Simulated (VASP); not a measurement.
# TiAl6N8 (a cell with a defect) in VASP: a series of runs

TiAl6N8 (a cell with a defect) is run at these levels: PBE+D3(BJ); tasks: single point, relaxation of the atoms.

Program: VASP 6.6.1. These are calculated values, not measurements. Logs are shortened: lines on timing, memory, paths and dates and some standing lists are left out, and cuts for length are marked.

## (1) The cell of the first run

The cell holds a defect, 15 atoms: a = 6.162 Å, b = 5.336 Å, c = 5.031 Å, α = 90.00°, β = 90.00°, γ = 90.00°.

## (2) Single point, PBE+D3(BJ)

The input, INCAR:

```
SYSTEM = TiAl6N8
PREC = Accurate
ENCUT = 520
EDIFF = 1E-7
ISMEAR = 0
SIGMA = 0.02
LREAL = Auto
LASPH = .TRUE.
NELM = 60
ALGO = Normal
ISIF = 2
LWAVE = .FALSE.
LCHARG = .FALSE.
GGA = PE
IVDW = 12
NELECT = 72.0
NBANDS = 48
```

The input, KPOINTS:

```
Automatic mesh
0
G
  2 2 2
  0 0 0
```

The input, POSCAR:

```
TiAl6N8
1.0
   -3.0810000000     -5.3364490000      0.0000000000
    4.6215000000     -2.6682240000      0.0000000000
    0.0000000000      0.0000000000      5.0310000000
Al N Ti
6 8 1
Direct
    0.5312698635      0.3301463701     -0.0187235142
    0.4930055081      0.6709516327      0.4993021268
    0.2484252999      0.8242973816     -0.0094897635
   -0.0168773466      0.6769769328      0.5230729477
    0.7554566350      0.8303464010     -0.0000021864
    0.7259410026      0.1603927792      0.5086752137
    0.4986021455      0.3466587061      0.3653995230
    0.5034459608      0.6593383112      0.8704537865
    0.2365359217      0.7881385210      0.3616905188
    0.2653142881      0.1608960990      0.9316402306
   -0.0518117594      0.3523803893      0.4175209700
    0.0006706783      0.6820308038      0.8818012324
    0.7370313353      0.8371017081      0.3735752336
    0.7375717100      0.1389456753      0.8634698867
    0.1988189014      0.2976455772      0.2534215862
```

Potentials or basis: VASP PAW PBE potentials, release 64 (Al, N, Ti_sv).

The run is started by

```
$ cat potpaw_PBE.64/Al/POTCAR potpaw_PBE.64/N/POTCAR potpaw_PBE.64/Ti_sv/POTCAR > POTCAR
$ mpirun -np 1 vasp_std > vasp.out
```

OUTCAR:

```text
SYSTEM = TiAl6N8
   PREC = Accurate
   ENCUT = 520
   EDIFF = 1E-7
   ISMEAR = 0
   LREAL = Auto
   LASPH = .TRUE.
   NELM = 60
   ISIF = 2
   GGA = PE
   IVDW = 12
   NELECT = 72.0
 IVDW          = 12

 ion  position               nearest neighbor table
   1  0.531  0.330  0.981-  14 1.73   8 1.85  10 1.89   7 1.94  15 2.47   6 2.81   5 3.01   5 3.01
                             2 3.04   6 3.05   3 3.16   2 3.19   3 3.21
   2  0.493  0.671  0.499-   9 1.84  13 1.86   7 1.86   8 1.87  15 2.96   6 2.98   3 3.01   4 3.02
                             1 3.04   6 3.08   3 3.08   5 3.11   5 3.11   4 3.14   1 3.19
   3  0.248  0.824  0.991-  12 1.79  10 1.82   9 1.88   8 1.90  15 2.87   4 2.97   2 3.01   5 3.04
                             2 3.08  15 3.12   5 3.12   1 3.16   1 3.21   4 3.24
   4  0.983  0.677  0.523-  12 1.81  11 1.82   9 1.86  13 1.90  15 2.78   5 2.90   3 2.97   2 3.02
                             6 3.03   5 3.09   2 3.14   6 3.18   3 3.24
   5  0.755  0.830  1.000-  14 1.79  12 1.81  13 1.88   8 1.92   4 2.90   1 3.01   1 3.01   3 3.04
                             6 3.04   4 3.09   2 3.11   2 3.11   6 3.11   3 3.12
   6  0.726  0.160  0.509-  11 1.77  14 1.79  13 1.86   7 1.86   1 2.81   2 2.98   4 3.03   5 3.04
                             1 3.05   2 3.08   5 3.11   4 3.18
   7  0.499  0.347  0.365-   2 1.86   6 1.86   1 1.94  15 1.95
   8  0.503  0.659  0.870-   1 1.85   2 1.87   3 1.90   5 1.92
   9  0.237  0.788  0.362-   2 1.84   4 1.86   3 1.88
  10  0.265  0.161  0.932-  15 1.82   3 1.82   1 1.89
  11  0.948  0.352  0.418-   6 1.77  15 1.78   4 1.82
  12  0.001  0.682  0.882-   3 1.79   5 1.81   4 1.81
  13  0.737  0.837  0.374-   6 1.86   2 1.86   5 1.88   4 1.90
  14  0.738  0.139  0.863-   1 1.73   5 1.79   6 1.79
  15  0.199  0.298  0.253-  11 1.78  10 1.82   7 1.95   1 2.47   4 2.78   3 2.87   2 2.96   3 3.12

  LATTYP: Found a simple orthorhombic cell.
 ALAT       =     5.0310000000
 B/A-ratio  =     1.0607132585
 C/A-ratio  =     1.2248062811

  Lattice vectors:

 A1 = (   0.0000000000,   0.0000000000,  -5.0310000000)
 A2 = (   4.6215000000,  -2.6682240000,   0.0000000000)
 A3 = (  -3.0810000000,  -5.3364490000,   0.0000000000)

Analysis of symmetry for initial positions (statically):
=====================================================================
 Subroutine PRICEL returns:
 Original cell was already a primitive cell.

 Routine SETGRP: Setting up the symmetry group for a
 simple orthorhombic supercell.

 Subroutine GETGRP returns: Found  1 space group operations
 (whereof  1 operations were pure point group operations)
 out of a pool of  8 trial point group operations.

[... 142 lines left out ...]
     AMIX     =   0.40;   BMIX     =  1.00
     AMIX_MAG =   1.60;   BMIX_MAG =  1.00
  volume/ion in A,a.u.               =      11.03        74.43
  Fermi-wavevector in a.u.,A,eV,Ry     =   1.240632  2.344454 20.941639  1.539167
  Thomas-Fermi vector in A             =   2.375064
   LORBIT       =      0    0 simple, 1 ext, 2 COOP (PROOUT), +10 PAW based schemes
   GGA     = PE    functional components
   LHFCALC =     F    Hartree Fock is set to
   AEXX    =    0.0000 exact exchange contribution
   IVDW    =    12    specifies the selected vdW correction
   LEPSILON=     F    determine dielectric tensor
   LRPA    =     F    only Hartree local field effects (RPA)
 non-spin polarized calculation
 Gauss-broadening in eV      SIGMA  =   0.02
  energy-cutoff  :      520.00
  volume of cell :      165.44
 maximum number of plane-waves:      4500
 NGX is ok and might be reduce to    48
   NGX = 23   NGY = 19   NGZ = 19

 number of electron      71.9999999 magnetization

 Free energy of the ion-electron system (eV)
  ---------------------------------------------------
  ext. energy  EPLUGINS =         0.00000000
  ---------------------------------------------------
  free energy    TOTEN  =       -97.24939282 eV

  energy without entropy =      -97.24939282  energy(sigma->0) =      -97.24939282

 E-fermi :   6.5055     XC(G=0): -10.8305

 val. band max:        6.3179875740   @ k =   0.0000   0.0000   0.5000
 cond. band min:       7.9790713068   @ k =   0.5000   0.0000   0.5000
 fundamental gap:      1.6610837328
 Fermi energy:         6.5054930119

 k-point     1 :       0.0000    0.0000    0.0000
  band No.  band energies     occupation
      1     -50.3662      2.00000
      2     -26.8864      2.00000
      3     -26.7205      2.00000
      4     -26.6274      2.00000
      5      -9.9856      2.00000
      6      -8.2783      2.00000
[... 397 lines left out ...]
     47      13.0823      0.00000
     48      13.1763      0.00000

------------------------ aborting loop because EDIFF is reached ----------------------------------------

 Edisp (eV)   -3.86787

 E8    (eV) :    -1.5119

  FORCE on cell =-STRESS in cart. coord.  units (eV):
  Direction    XX          YY          ZZ          XY          YZ          ZX
  --------------------------------------------------------------------------------------
  -------------------------------------------------------------------------------------
  Total      29.92712    35.86280    29.48537     2.39086     3.52211     6.02879
  in kB     289.83255   347.31727   285.55436    23.15460    34.11022    58.38652
  external pressure =      307.57 kB  Pullay stress =        0.00 kB

 VOLUME and BASIS-vectors are now :
 -----------------------------------------------------------------------------
  energy-cutoff  :      520.00
  volume of cell :      165.44
      direct lattice vectors                 reciprocal lattice vectors
    -3.081000000 -5.336449000  0.000000000    -0.081142475 -0.140542903  0.000000000
     4.621500000 -2.668224000  0.000000000     0.162284980 -0.093695269  0.000000000
     0.000000000  0.000000000  5.031000000     0.000000000  0.000000000  0.198767641

 POSITION                                       TOTAL-FORCE (eV/Angst)
 -----------------------------------------------------------------------------------
     -0.11107     -3.71600      4.93680         0.005570      0.029536      0.010711
      1.58185     -4.42115      2.51199         0.009809     -0.005245     -0.003760
      3.04409     -3.52512      4.98326         0.030530     -0.008844      0.009893
      0.09965     -7.05271      2.63158        -0.010907      0.006371     -0.015429
      1.50988     -6.24701      5.03099        -0.000561     -0.009052     -0.000945
     -1.49537     -4.30191      2.55915        -0.011071     -0.026182     -0.016188
      0.06589     -3.58573      1.83833         0.019797      0.005555     -0.000810
      1.49601     -4.44588      4.37925         0.003024     -0.016493      0.002744
      2.91362     -3.36519      1.81967        -0.011027     -0.024891      0.007393
     -0.07385     -1.84514      4.68708        -0.025934      0.002057     -0.013134
     -1.29284     -6.00019      2.10055         0.009576      0.070489      0.014175
      3.14994     -1.82339      4.43634         0.024243      0.004534      0.014536
      1.59787     -6.16671      1.87946         0.016014      0.002839     -0.003405
     -1.63032     -4.30675      4.34412        -0.023388     -0.004341     -0.002199
      0.76301     -1.85517      1.27496        -0.035676     -0.026334     -0.003582
 -----------------------------------------------------------------------------------
    total drift:                               -0.014529      0.008108      0.014233

  FREE ENERGIE OF THE ION-ELECTRON SYSTEM (eV)
  ---------------------------------------------------
  free  energy   TOTEN  =      -101.1172663038 eV

  energy  without entropy=     -101.1172663038  energy(sigma->0) =     -101.11726630
```

stdout:

```text
POSCAR found type information on POSCAR AlN Ti
 POSCAR found :  3 types and      15 ions
 scaLAPACK will be used
 LDA part: xc-table for (Slater+PW92), standard interpolation
 POSCAR, INCAR and KPOINTS ok, starting setup
 FFT: planning ... GRIDC
 FFT: planning ... GRID_SOFT
 FFT: planning ... GRID
 WAVECAR not read
 entering main loop
 the old and the new charge density differ
 old charge density:    70.00000 new   72.00000
    0.336E+01
```

Wall time 1.8 min (1 thread of Intel Xeon Platinum 8259CL at 2.50GHz (Skylake/Cascade Lake), shared host); peak memory 0.29 GiB.

Results:

* Free energy: -101.1173 eV
* Largest force: 0.073 eV/Å
* Dispersion energy per atom: -0.258 eV

Forces in eV/Å, atoms in the order of the input:
```
Al   0.006  0.030  0.011
Al   0.010 -0.005 -0.004
Al   0.031 -0.009  0.010
Al  -0.011  0.006 -0.015
Al  -0.001 -0.009 -0.001
Al  -0.011 -0.026 -0.016
N    0.020  0.006 -0.001
N    0.003 -0.016  0.003
N   -0.011 -0.025  0.007
N   -0.026  0.002 -0.013
N    0.010  0.070  0.014
N    0.024  0.005  0.015
N    0.016  0.003 -0.003
N   -0.023 -0.004 -0.002
Ti  -0.036 -0.026 -0.004
```

Levels at points of the mesh, in eV from the Fermi level:
| k point | band 34 | band 35 | band 36 | band 37 | band 38 | band 39 |
| --- | --- | --- | --- | --- | --- | --- |
| (0.00, 0.00, 0.00) | -1.27 | -0.82 | -0.49 | 1.50 | 2.00 | 2.45 |
| (0.50, 0.00, 0.00) | -1.12 | -1.05 | -0.72 | 1.55 | 2.03 | 2.56 |
| (0.00, 0.50, 0.00) | -1.24 | -0.81 | -0.38 | 1.85 | 1.98 | 2.93 |
| (0.50, 0.50, 0.00) | -1.42 | -0.97 | -0.46 | 1.84 | 2.13 | 2.88 |
| (0.00, 0.00, 0.50) | -1.22 | -0.75 | -0.19 | 1.50 | 1.95 | 2.52 |
| (0.50, 0.00, 0.50) | -1.29 | -0.96 | -0.42 | 1.47 | 1.96 | 2.52 |
| (0.00, 0.50, 0.50) | -1.12 | -0.82 | -0.36 | 1.78 | 2.10 | 2.76 |
| (0.50, 0.50, 0.50) | -1.18 | -0.78 | -0.68 | 1.81 | 2.04 | 2.94 |

Caveat: the k points lie up to 0.62 Å⁻¹ apart; the cell carries a net charge on a neutralising background, which shifts energy and pressure; the cell is charged against a uniform background, so pressure and absolute levels hang on convention.

## (3) Relaxation of the atoms, PBE+D3(BJ)

The input, INCAR:

```
ALGO     = Normal         # electronic algorithm
EDIFF    = 1E-6           # SCF threshold, eV
EDIFFG   = -0.03          # ionic threshold
ENCUT    = 520            # plane-wave cutoff, eV
GGA      = PE             # functional
IBRION   = 2              # ionic algorithm
ISIF     = 2              # what is computed and relaxed
ISMEAR   = 0              # smearing method
IVDW     = 12             # dispersion correction
LASPH    = True           # aspherical terms in the spheres
LCHARG   = False          # write CHGCAR
LREAL    = Auto         
LWAVE    = False          # write WAVECAR
NELECT   = 72.0         
NELM     = 100            # most SCF steps
NSW      = 80             # ionic steps
PREC     = Accurate       # precision mode
SIGMA    = 0.02           # smearing width, eV
```

The input, KPOINTS:

```
k-points
0
Gamma
  2 2 2
```

The input, POSCAR:

```
TiAl6N8
1.0
   -3.0810000000     -5.3364490000      0.0000000000
    4.6215000000     -2.6682240000      0.0000000000
    0.0000000000      0.0000000000      5.0310000000
Al N Ti
6 8 1
Direct
    0.5005551000      0.3329187000     -0.0008983000
    0.4952476000      0.6733345000      0.5094437000
    0.2522435000      0.8352575000      0.0054818000
    0.0015905000      0.6702849000      0.5001702000
    0.7492298000      0.8361610000      0.0050765000
    0.7465935000      0.1672650000      0.5064902000
    0.5050258000      0.3228089000      0.3836133000
    0.5067650000      0.6604622000      0.8651010000
    0.2478930000      0.8429453000      0.3879566000
    0.2362603000      0.1677620000      0.8807346000
   -0.0054693000      0.3299202000      0.3812880000
    0.0017765000      0.6752266000      0.8880410000
    0.7464926000      0.8321931000      0.3858290000
    0.7515518000      0.1646565000      0.8841695000
    0.2410450000      0.1679648000      0.5051183000
```

Potentials or basis: VASP PAW PBE potentials, release 64 (Al, N, Ti_sv).

The run is started by

```
$ cat potpaw_PBE.64/Al/POTCAR potpaw_PBE.64/N/POTCAR potpaw_PBE.64/Ti_sv/POTCAR > POTCAR
$ mpirun -np 1 vasp_std > vasp.out
```

It took 14 min on 1 thread of Intel Xeon Platinum 8259CL at 2.50GHz (Skylake/Cascade Lake), shared host; peak memory 0.3 GiB.

It converged, with:

| Quantity | Value |
| --- | --- |
| Free energy | -103.2545 eV |
| Energy gained by relaxing | 106.1 meV/atom |
| Ionic steps | 18 |
| Largest force after relaxing | 0.026 eV/Å |
| Dispersion energy per atom | -0.258 eV |

Forces on the atoms (eV/Å):
```
Al  -0.004 -0.019  0.004
Al  -0.001  0.006  0.012
Al   0.005  0.009 -0.007
Al  -0.008  0.012 -0.012
Al   0.010  0.005 -0.003
Al  -0.004 -0.002 -0.009
N    0.001 -0.005  0.001
N    0.013 -0.002 -0.001
N   -0.001  0.007 -0.002
N    0.002 -0.006 -0.006
N    0.007  0.006 -0.020
N   -0.006 -0.005  0.013
N    0.002 -0.001 -0.005
N    0.007 -0.001  0.022
Ti  -0.023 -0.003  0.012
```

Step by step:
| step | energy change (eV) | largest force (eV/Å) | pressure (GPa) |
| --- | --- | --- | --- |
| 1 | 0.0000 | 3.4202 | 22.11 |
| 2 | -0.8650 | 4.2764 | 25.85 |
| 3 | -1.2371 | 2.0034 | 23.32 |
| 4 | -1.4509 | 1.3488 | 24.43 |
| 5 | -1.4569 | 1.1466 | 24.21 |
| 6 | -1.5530 | 0.4579 | 25.22 |
| 7 | -1.5547 | 0.5564 | 25.38 |
| 8 | -1.5822 | 0.2436 | 26.02 |
| 9 | -1.5823 | 0.2048 | 25.98 |
| 10 | -1.5874 | 0.1382 | 26.07 |
| 11 | -1.5874 | 0.1463 | 26.08 |
| 12 | -1.5893 | 0.0866 | 26.16 |
| 13 | -1.5893 | 0.1071 | 26.17 |
| 14 | -1.5903 | 0.0539 | 26.21 |
| 15 | -1.5903 | 0.0592 | 26.21 |
| 16 | -1.5910 | 0.0359 | 26.25 |
| 17 | -1.5910 | 0.0401 | 26.25 |
| 18 | -1.5911 | 0.0263 | 26.24 |

Final structure:
```
Al N Ti
1.0
    -3.08100   -5.33645    0.00000
     4.62150   -2.66822    0.00000
     0.00000    0.00000    5.03100
Al N Ti
6 8 1
Direct
  0.50373 0.33125 0.00009
  0.50217 0.66973 0.50724
  0.24412 0.83215 0.99456
  0.99367 0.66265 0.51106
  0.75379 0.84091 0.99755
  0.75121 0.16651 0.51960
  0.50350 0.34111 0.37914
  0.49832 0.66201 0.88179
  0.24935 0.82108 0.37402
  0.26768 0.15769 0.87533
  0.99497 0.33370 0.41343
  0.99816 0.70228 0.86755
  0.74626 0.83468 0.37708
  0.72742 0.15588 0.87679
  0.24244 0.16756 0.51239
```

Levels at points of the mesh, in eV from the Fermi level:
| k point | band 32 | band 33 | band 34 | band 35 | band 36 | band 37 | band 38 | band 39 | band 40 | band 41 |
| --- | --- | --- | --- | --- | --- | --- | --- | --- | --- | --- |
| (0.00, 0.00, 0.00) | -1.97 | -1.79 | -1.58 | -0.80 | -0.27 | 2.07 | 2.31 | 2.52 | 3.06 | 3.14 |
| (0.50, 0.00, 0.00) | -2.27 | -1.80 | -1.40 | -1.02 | -0.73 | 2.13 | 2.21 | 2.63 | 2.85 | 3.32 |
| (0.00, 0.50, 0.00) | -2.13 | -2.01 | -1.76 | -0.96 | -0.23 | 1.83 | 2.08 | 2.78 | 3.19 | 3.39 |
| (0.50, 0.50, 0.00) | -2.19 | -2.01 | -1.54 | -1.45 | -0.36 | 1.91 | 2.28 | 2.76 | 3.24 | 3.31 |
| (0.00, 0.00, 0.50) | -2.33 | -2.11 | -0.99 | -0.77 | -0.35 | 2.10 | 2.30 | 2.59 | 3.25 | 3.85 |
| (0.50, 0.00, 0.50) | -2.36 | -2.10 | -1.60 | -0.91 | -0.16 | 2.16 | 2.22 | 2.75 | 2.92 | 4.21 |
| (0.00, 0.50, 0.50) | -2.36 | -2.19 | -1.37 | -0.89 | -0.32 | 2.08 | 2.19 | 2.67 | 3.05 | 3.79 |
| (0.50, 0.50, 0.50) | -2.33 | -2.23 | -1.91 | -0.70 | -0.36 | 2.00 | 2.28 | 2.58 | 2.99 | 3.94 |

Caveat: the k points lie up to 0.62 Å⁻¹ apart; the cell carries a net charge on a neutralising background, which shifts energy and pressure; the cell is charged against a uniform background, so pressure and absolute levels hang on convention.
